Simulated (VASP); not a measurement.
# Si2W (P6_222) in VASP: notebook

Si2W is run at these levels: PBEsol+U, PBEsol+D4; tasks: single point, relaxation of cell and atoms.

Everything below comes from runs of VASP 6.6.1. Logs are shortened: lines on timing, memory, paths and dates and some standing lists are left out, and cuts for length are marked.

**1. The cell of the first run**

Symmetry: P6_222, No. 180, hexagonal system. The conventional cell has a = 4.617 Å, b = 4.617 Å, c = 6.653 Å, α = 90.00°, β = 90.00°, γ = 120.00°. Within 3.4 Å of W (site symmetry 222) lie 10 Si at 2.59 to 2.69 Å and 4 W at 3.20 Å. Within 3.4 Å of Si (site symmetry 2) lie 9 Si at 2.57 to 3.23 Å and 5 W at 2.59 to 2.69 Å.

**2. Single point, PBEsol+U**

The input, INCAR:

```
SYSTEM = Si2W
PREC = Accurate
ENCUT = 520
EDIFF = 1E-7
ISMEAR = -1
SIGMA = 0.05
LREAL = .FALSE.
LASPH = .TRUE.
NELM = 150
ALGO = Normal
ISIF = 2
LWAVE = .FALSE.
LCHARG = .FALSE.
LMAXMIX = 4
LDAU = .TRUE.
LDAUTYPE = 2
LDAUL = 2 -1
LDAUU = 4 0
LDAUJ = 0 0
LDAUPRINT = 1
GGA = PS
NBANDS = 43
```

The input, KPOINTS:

```
regular mesh
0
G
  7 7 4
  0 0 0
```

The input, POSCAR:

```
Si2W
1.0
    4.6168523821      0.0000000000      0.0000000000
   -2.3084261911      3.9983114484      0.0000000000
    0.0000000000      0.0000000000      6.6532220000
W Si
3 6
Direct
    0.5000000000      0.0000000000      0.5000000000
    0.5000000000      0.5000000000      0.8333333333
    0.0000000000      0.5000000000      0.1666666667
    0.3272520000      0.1636260000      0.1666666667
    0.8363740000      0.1636260000      0.8333333333
    0.1636260000      0.3272520000      0.5000000000
    0.6727480000      0.8363740000      0.1666666667
    0.1636260000      0.8363740000      0.8333333333
    0.8363740000      0.6727480000      0.5000000000
```

Potentials or basis: VASP PAW PBE potentials, release 64 (W_sv, Si).

Launch:

```console
$ cat potpaw_PBE.64/W_sv/POTCAR potpaw_PBE.64/Si/POTCAR > POTCAR
$ mpirun -np 1 vasp_std > vasp.out
```

OUTCAR:

```text
SYSTEM = Si2W
   PREC = Accurate
   ENCUT = 520
   EDIFF = 1E-7
   ISMEAR = -1
   LREAL = .FALSE.
   LASPH = .TRUE.
   NELM = 150
   ISIF = 2
   GGA = PS

 ion  position               nearest neighbor table
   1  0.500  0.000  0.500-   5 2.59   8 2.59   7 2.59   4 2.59   6 2.65   9 2.65   9 2.65   6 2.65
                             6 2.69   9 2.69   3 3.20   3 3.20   2 3.20   2 3.20
   2  0.500  0.500  0.833-   6 2.59   9 2.59   7 2.59   4 2.59   8 2.65   5 2.65   8 2.65   5 2.65
                             8 2.69   5 2.69   1 3.20   1 3.20   3 3.20   3 3.20
   3  0.000  0.500  0.167-   6 2.59   9 2.59   8 2.59   5 2.59   4 2.65   7 2.65   7 2.65   4 2.65
                             7 2.69   4 2.69   1 3.20   1 3.20   2 3.20   2 3.20
   4  0.327  0.164  0.167-   6 2.57   8 2.57   1 2.59   2 2.59   7 2.62   3 2.65   3 2.65   3 2.69
                             7 2.69   7 2.69
   5  0.836  0.164  0.833-   6 2.57   7 2.57   1 2.59   3 2.59   8 2.62   2 2.65   2 2.65   2 2.69
                             8 2.69   8 2.69
   6  0.164  0.327  0.500-   5 2.57   4 2.57   2 2.59   3 2.59   9 2.62   1 2.65   1 2.65   1 2.69
                             9 2.69   9 2.69
   7  0.673  0.836  0.167-   9 2.57   5 2.57   1 2.59   2 2.59   4 2.62   3 2.65   3 2.65   3 2.69
                             4 2.69   4 2.69
   8  0.164  0.836  0.833-   9 2.57   4 2.57   1 2.59   3 2.59   5 2.62   2 2.65   2 2.65   2 2.69
                             5 2.69   5 2.69
   9  0.836  0.673  0.500-   8 2.57   7 2.57   2 2.59   3 2.59   6 2.62   1 2.65   1 2.65   1 2.69
                             6 2.69   6 2.69

  LATTYP: Found a hexagonal cell.
 ALAT       =     4.6168523821
 C/A-ratio  =     1.4410731488

  Lattice vectors:

 A1 = (   4.6168523821,   0.0000000000,   0.0000000000)
 A2 = (  -2.3084261911,   3.9983114484,   0.0000000000)
 A3 = (   0.0000000000,   0.0000000000,   6.6532220000)

Analysis of symmetry for initial positions (statically):
=====================================================================
 Subroutine PRICEL returns:
 Original cell was already a primitive cell.

 Routine SETGRP: Setting up the symmetry group for a
 hexagonal supercell.

 Subroutine GETGRP returns: Found 12 space group operations
 (whereof  4 operations were pure point group operations)
 out of a pool of 24 trial point group operations.

The static configuration has the point symmetry D_2 .
 The point group associated with its full space group is D_6 .

Analysis of symmetry for dynamics (positions and initial velocities):
=====================================================================
 Subroutine PRICEL returns:
 Original cell was already a primitive cell.

 Routine SETGRP: Setting up the symmetry group for a
 hexagonal supercell.

 Subroutine GETGRP returns: Found 12 space group operations
 (whereof  4 operations were pure point group operations)
 out of a pool of 24 trial point group operations.

The dynamic configuration has the point symmetry D_2 .
 The point group associated with its full space group is D_6 .

 Subroutine INISYM returns: Found 12 space group operations
 (whereof  4 operations are pure point group operations),
 and found     1 'primitive' translations

----------------------------------------------------------------------------------------

                                     Primitive cell

  volume of cell :     122.8159

  direct lattice vectors                    reciprocal lattice vectors
     4.616852382  0.000000000  0.000000000     0.216597785  0.125052790  0.000000000
    -2.308426191  3.998311448  0.000000000     0.000000000  0.250105579  0.000000000
     0.000000000  0.000000000  6.653222000     0.000000000  0.000000000  0.150303116

  length of vectors
     4.616852382  4.616852382  6.653222000     0.250105579  0.250105579  0.150303116

  position of ions in fractional coordinates (direct lattice)
     0.500000000  0.000000000  0.500000000
     0.500000000  0.500000000  0.833333333
     0.000000000  0.500000000  0.166666667
     0.327252000  0.163626000  0.166666667
     0.836374000  0.163626000  0.833333333
     0.163626000  0.327252000  0.500000000
     0.672748000  0.836374000  0.166666667
     0.163626000  0.836374000  0.833333333
     0.836374000  0.672748000  0.500000000

  ion indices of the primitive-cell ions
   primitive index   ion index
                 1           1
                 2           2
                 3           3
                 4           4
                 5           5
                 6           6
                 7           7
                 8           8
                 9           9

----------------------------------------------------------------------------------------

 KPOINTS: regular mesh

Automatic generation of k-mesh.
 Grid dimensions read from file:
 generate k-points for:    7    7    4

 Generating k-lattice:

  Cartesian coordinates                     Fractional coordinates (reciprocal lattice)
     0.030942541  0.017864684  0.000000000     0.142857143  0.000000000  0.000000000
     0.000000000  0.035729368  0.000000000     0.000000000  0.142857143  0.000000000
     0.000000000  0.000000000  0.037575779     0.000000000  0.000000000  0.250000000

  Length of vectors
     0.035729368  0.035729368  0.037575779

  Shift w.r.t. Gamma in fractional coordinates (k-lattice)
     0.000000000  0.000000000  0.000000000

 Subroutine IBZKPT returns following result:
 ===========================================

 Found     24 irreducible k-points:

 Following reciprocal coordinates:
            Coordinates               Weight
  0.000000  0.000000  0.000000      1.000000
  0.142857  0.000000  0.000000      6.000000
  0.285714  0.000000  0.000000      6.000000
  0.428571  0.000000  0.000000      6.000000
  0.142857  0.142857  0.000000      6.000000
  0.285714  0.142857  0.000000     12.000000
[... 16 lines left out ...]
  0.428571  0.142857  0.500000      6.000000
  0.285714  0.285714  0.500000      6.000000
   k-points           NKPTS =     24   k-points in BZ     NKDIM =     24   number of bands    NBANDS=     43
   number of dos      NEDOS =    301   number of ions     NIONS =      9
   total plane-waves  NPLWV =  64800
   dimension x,y,z NGX =    36 NGY =   36 NGZ =   50
   dimension x,y,z NGXF=    72 NGYF=   72 NGZF=  100
   ions per type =               3   6
   NGX,Y,Z   is equivalent  to a cutoff of  12.96, 12.96, 12.49 a.u.
   NGXF,Y,Z  is equivalent  to a cutoff of  25.93, 25.93, 24.99 a.u.
 SYSTEM =  Si2W
   PREC   = accura    normal or accurate (medium, high low for compatibility)
   ISTART =      0    job   : 0-new  1-cont  2-samecut
   ICHARG =      2    charge: 1-file 2-atom 10-const
   ISPIN  =      1    spin polarized calculation?
   LNONCOLLINEAR =      F non collinear calculations
   LSORBIT =      F    spin-orbit coupling
   LASPH  =      T    aspherical Exc in radial PAW
   ENCUT  =  520.0 eV  38.22 Ry    6.18 a.u.   8.58  8.58 12.37*2*pi/ulx,y,z
   NELM   =    150;   NELMIN=  2; NELMDL= -5     # of ELM steps
   EDIFF  = 0.1E-06   stopping-criterion for ELM
   LREAL  =      F    real-space projection
   EDIFFG = 0.1E-05   stopping-criterion for IOM
   NSW    =      0    number of steps for IOM
   IBRION =     -1    ionic relax: 0-MD 1-quasi-New 2-CG
   NFREE  =      0    steps in history (QN), initial steepest desc. (CG)
   ISIF   =      2    stress and relaxation
   ISYM   =      2    0-nonsym 1-usesym 2-fastsym
   POTIM  = 0.5000    time-step for ionic-motion
   TEBEG  =    0.0;   TEEND  =   0.0 temperature during run
   PSTRESS=    0.0 pullay stress
   NELECT =      66.0000    total number of electrons
   NUPDOWN=      -1.0000    fix difference up-down
   EMIN   =  10.00;   EMAX   =-10.00  energy-range for DOS
   EFERMI =   0.00;   METHOD = LEGACY
   ISMEAR =    -1;   SIGMA  =   0.05  broadening in eV -4-tet -1-fermi 0-gaus
   EFERMI_NEDOS =   21; number of points for ismear=-14 and -15
   IALGO  =     38    algorithm
   IMIX   =      4    mixing-type and parameters
     AMIX     =   0.40;   BMIX     =  1.00
     AMIX_MAG =   1.60;   BMIX_MAG =  1.00
  volume/ion in A,a.u.               =      13.65        92.09
  Fermi-wavevector in a.u.,A,eV,Ry     =   1.330979  2.515186 24.102797  1.771506
  Thomas-Fermi vector in A             =   2.460025
   LORBIT       =      0    0 simple, 1 ext, 2 COOP (PROOUT), +10 PAW based schemes
 LDA+U is selected, type is set to LDAUTYPE =  2
   angular momentum for each species LDAUL =     2   -1
   U (eV)           for each species LDAUU =   4.0  0.0
   J (eV)           for each species LDAUJ =   0.0  0.0
   GGA     = PS    functional components
   LHFCALC =     F    Hartree Fock is set to
   AEXX    =    0.0000 exact exchange contribution
   IVDW    =     0    specifies the selected vdW correction
   LEPSILON=     F    determine dielectric tensor
   LRPA    =     F    only Hartree local field effects (RPA)
 non-spin polarized calculation
  energy-cutoff  :      520.00
  volume of cell :      122.82
 maximum number of plane-waves:      3343
 NGX is ok and might be reduce to    36
   NGX = 17   NGY = 17   NGZ = 25

atom =   1  type =  1  l = 2

 onsite density matrix

spin component  1

  0.3716 -0.0000  0.0000 -0.0000  0.0000
 -0.0000  0.2736 -0.0000 -0.0000  0.0000
  0.0000 -0.0000  0.4168 -0.0000  0.0484
 -0.0000 -0.0000 -0.0000  0.3816  0.0000
  0.0000  0.0000  0.0484  0.0000  0.3476
[... 77 lines left out ...]
  o =  0.2736  v =  0.0000 -0.5000 -0.0000 -0.8660 -0.0000  0.0000  0.0000  0.0000  0.0000  0.0000      0.0000  0.0000  0.0000  0.0000  0.0000  0.0000  0.0000  0.0000  0.0000  0.0000
  o =  0.2736  v =  0.0000  0.0000  0.0000  0.0000  0.0000  0.0000 -0.5000 -0.0000 -0.8660 -0.0000      0.0000  0.0000  0.0000  0.0000  0.0000  0.0000  0.0000  0.0000  0.0000  0.0000
  o =  0.3227  v =  0.7701 -0.0000  0.4574 -0.0000  0.4446  0.0000  0.0000  0.0000  0.0000  0.0000      0.0000  0.0000  0.0000  0.0000  0.0000  0.0000  0.0000  0.0000  0.0000  0.0000
  o =  0.3227  v =  0.0000  0.0000  0.0000  0.0000  0.0000  0.7701 -0.0000  0.4574 -0.0000  0.4446      0.0000  0.0000  0.0000  0.0000  0.0000  0.0000  0.0000  0.0000  0.0000  0.0000
  o =  0.3716  v = -0.5000 -0.0000  0.0000 -0.0000  0.8660  0.0000  0.0000  0.0000  0.0000  0.0000      0.0000  0.0000  0.0000  0.0000  0.0000  0.0000  0.0000  0.0000  0.0000  0.0000
  o =  0.3716  v =  0.0000  0.0000  0.0000  0.0000  0.0000 -0.5000 -0.0000  0.0000 -0.0000  0.8660      0.0000  0.0000  0.0000  0.0000  0.0000  0.0000  0.0000  0.0000  0.0000  0.0000
  o =  0.3816  v =  0.0000  0.8660 -0.0000 -0.5000 -0.0000  0.0000  0.0000  0.0000  0.0000  0.0000      0.0000  0.0000  0.0000  0.0000  0.0000  0.0000  0.0000  0.0000  0.0000  0.0000
  o =  0.3816  v =  0.0000  0.0000  0.0000  0.0000  0.0000  0.0000  0.8660 -0.0000 -0.5000 -0.0000      0.0000  0.0000  0.0000  0.0000  0.0000  0.0000  0.0000  0.0000  0.0000  0.0000
  o =  0.4417  v =  0.0000  0.0000  0.0000  0.0000  0.0000  0.3962 -0.0000 -0.8892  0.0000  0.2287      0.0000  0.0000  0.0000  0.0000  0.0000  0.0000  0.0000  0.0000  0.0000  0.0000
  o =  0.4417  v =  0.3962 -0.0000 -0.8892  0.0000  0.2287  0.0000  0.0000  0.0000  0.0000  0.0000      0.0000  0.0000  0.0000  0.0000  0.0000  0.0000  0.0000  0.0000  0.0000  0.0000

 number of electron      66.0000007 magnetization

 Free energy of the ion-electron system (eV)
  ---------------------------------------------------
  ext. energy  EPLUGINS =         0.00000000
  ---------------------------------------------------
  free energy    TOTEN  =       -65.54283455 eV

  energy without entropy =      -65.54142976  energy(sigma->0) =      -65.54213215

 E-fermi :  12.3958     XC(G=0): -12.5530

 val. band max:       12.2346313598   @ k =   0.4286   0.0000   0.5000
 cond. band min:      12.6083510732   @ k =   0.2857   0.1429   0.0000
 fundamental gap:      0.3737197134
 Fermi energy:        12.3958426569

 k-point     1 :       0.0000    0.0000    0.0000
  band No.  band energies     occupation
      1     -62.3834      2.00000
      2     -62.3717      2.00000
      3     -62.3717      2.00000
      4     -26.7228      2.00000
      5     -26.7090      2.00000
      6     -26.7090      2.00000
[... 1093 lines left out ...]
     42      15.4795      0.00000
     43      15.5963      0.00000

------------------------ aborting loop because EDIFF is reached ----------------------------------------

  FORCE on cell =-STRESS in cart. coord.  units (eV):
  Direction    XX          YY          ZZ          XY          YZ          ZX
  --------------------------------------------------------------------------------------
  -------------------------------------------------------------------------------------
  Total       -1.2721287     -1.2721287     -1.4701019      0.0000000     -0.0000000      0.0000000
  in kB      -16.5953730    -16.5953730    -19.1780041      0.0000000     -0.0000000      0.0000000
  external PRESSURE =     -17.4562500 kB  Pullay stress =       0.0000000 kB

 VOLUME and BASIS-vectors are now :
 -----------------------------------------------------------------------------
  energy-cutoff  :      520.00
  volume of cell :      122.82
      direct lattice vectors                 reciprocal lattice vectors
     4.616852382  0.000000000  0.000000000     0.216597785  0.125052790  0.000000000
    -2.308426191  3.998311448  0.000000000     0.000000000  0.250105579  0.000000000
     0.000000000  0.000000000  6.653222000     0.000000000  0.000000000  0.150303116

 POSITION                                       TOTAL-FORCE (eV/Angst)
 -----------------------------------------------------------------------------------
      2.30843      0.00000      3.32661        -0.000000     -0.000000     -0.000000
      1.15421      1.99916      5.54435        -0.000000     -0.000000      0.000000
     -1.15421      1.99916      1.10887        -0.000000     -0.000000      0.000000
      1.13316      0.65423      1.10887        -0.037262     -0.021513     -0.000000
      3.48370      0.65423      5.54435         0.037262     -0.021513      0.000000
     -0.00000      1.30846      3.32661         0.000000     -0.043026     -0.000000
      1.17527      3.34408      1.10887         0.037262      0.021513     -0.000000
     -1.17527      3.34408      5.54435        -0.037262      0.021513     -0.000000
      2.30843      2.68986      3.32661        -0.000000      0.043026     -0.000000
 -----------------------------------------------------------------------------------
    total drift:                               -0.000000     -0.000000      0.000000

  FREE ENERGIE OF THE ION-ELECTRON SYSTEM (eV)
  ---------------------------------------------------
  free  energy   TOTEN  =       -65.5428345472 eV

  energy  without entropy=      -65.5414297584  energy(sigma->0) =      -65.54213215
```

Run time: 1.9 min. Hardware: 1 thread of AMD EPYC 7R13 (Zen 3), shared host; peak memory 0.26 GiB.

What came out:

| Quantity | Value |
| --- | --- |
| Free energy | -65.5428 eV |
| Pressure | -1.7 GPa |
| Largest force | 0.043 eV/Å |
| Band gap on the k mesh | 0.37 eV (least direct gap 0.90 eV) |

Forces on the atoms (eV/Å):
```
W    0.000  0.000  0.000
W    0.000  0.000  0.000
W    0.000  0.000  0.000
Si  -0.037 -0.022  0.000
Si   0.037 -0.022  0.000
Si   0.000 -0.043  0.000
Si   0.037  0.022  0.000
Si  -0.037  0.022  0.000
Si   0.000  0.043  0.000
```

Eigenvalues of the final occupation matrices:
```tsv
site	spin	trace	eigenvalues
site 1 d	1	1.79	0.27 0.32 0.37 0.38 0.44
site 1 d	2	1.79	0.27 0.32 0.37 0.38 0.44
site 2 d	1	1.79	0.27 0.32 0.37 0.38 0.44
site 2 d	2	1.79	0.27 0.32 0.37 0.38 0.44
site 3 d	1	1.79	0.27 0.32 0.37 0.38 0.44
site 3 d	2	1.79	0.27 0.32 0.37 0.38 0.44
```

Caveat: the PAW data sets were made with another functional, which shifts forces and pressure a little; spin-orbit coupling is left out, which moves the levels of the heavy elements; the U is typed as a test and isn't derived for this compound. A k mesh can miss the band edges.

(Continued in part 2 of 2.)
